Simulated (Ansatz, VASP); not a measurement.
# Two plane-wave programs on Al6N

INCAR

```
SYSTEM = Al6N
PREC = Accurate
ENCUT = 600
EDIFF = 1E-6
ISMEAR = 0
SIGMA = 0.2
LREAL = .FALSE.
LASPH = .TRUE.
NELM = 100
ALGO = Normal
ISIF = 3
LWAVE = .FALSE.
LCHARG = .FALSE.
GGA = PE
IBRION = 2
NSW = 36
EDIFFG = -0.08
```

KPOINTS

```
regular mesh
0
G
  6 6 2
  0 0 0
```

File POSCAR:

```
Al6N
1.0
    2.9000000000      0.0000000000      0.0000000000
   -1.4500000000      2.5114736700      0.0000000000
    0.0000000000      0.0000000000     13.6500000000
Al N
6 1
Direct
    0.3333333300      0.6666666700      0.0900000000
    0.6666666700      0.3333333300      0.9100000000
    0.6666666700      0.3333333300      0.4200000000
    0.3333333300      0.6666666700      0.5800000000
    0.0000000000      0.0000000000      0.7420000000
    0.0000000000      0.0000000000      0.2580000000
    0.0000000000      0.0000000000      0.0000000000
```

Input for Ansatz:

```yaml
crystal:
  lattice:
    - [2.9, 0.0, 0.0]
    - [-1.45, 2.51147367, 0.0]
    - [0.0, 0.0, 13.65]
  atoms:
    - { symbol: Al, position: [0.33333333, 0.66666667, 0.09] }
    - { symbol: Al, position: [0.66666667, 0.33333333, 0.91] }
    - { symbol: Al, position: [0.66666667, 0.33333333, 0.42] }
    - { symbol: Al, position: [0.33333333, 0.66666667, 0.58] }
    - { symbol: Al, position: [0.0, 0.0, 0.742] }
    - { symbol: Al, position: [0.0, 0.0, 0.258] }
    - { symbol: "N", position: [0.0, 0.0, 0.0] }
basis:
  ecutwfc: 420
kpoints:
  mp_grid: { grid: [6, 6, 2] }
hamiltonian:
  xc: pbe
scf:
  occupations: { method: gaussian, width: 0.2 }
  lower_state_search: "off"
output:
  forces: true
  stress: true
  eigenvalues: true
relax:
  adjacent_minimum: "off"
  f_tol: 0.08
  max_steps: 16
  cell: { stress_tol: 0.8 }
```

Alike in both runs: task relaxation of cell and atoms; functional PBE; k mesh 6 × 6 × 2; occupations gaussian, width 0.2 eV; no spin polarisation.

```csv
,VASP,Ansatz
version,VASP 6.6.1,Ansatz 0.2.0
potentials or method,"VASP PAW PBE potentials, release 64 (Al, N), cutoff 600 eV","scalar-relativistic, plane waves, PAW"
valence electrons in the cell,23,23
```

Ansatz gave:

| Quantity | Value |
| --- | --- |
| gap on the k mesh at the Fermi level, each at its own relaxed structure (eV) | none |
| relaxed volume (Å³/atom) | 14.43 |
| relaxed cell length with the largest relative difference (Å) | 13.992 |

Q: Estimate VASP's values.

A: gap on the k mesh at the Fermi level, each at its own relaxed structure (eV): none; relaxed volume (Å³/atom): 14.40; relaxed cell length with the largest relative difference (Å): 14.099.

A gap of «none» marks a metal or a gap that the smearing closes.

The k mesh is coarse, so the values compare programs but aren't converged. Noted on VASP's run: too few bands were computed for a metal, which touches its energy and stress.
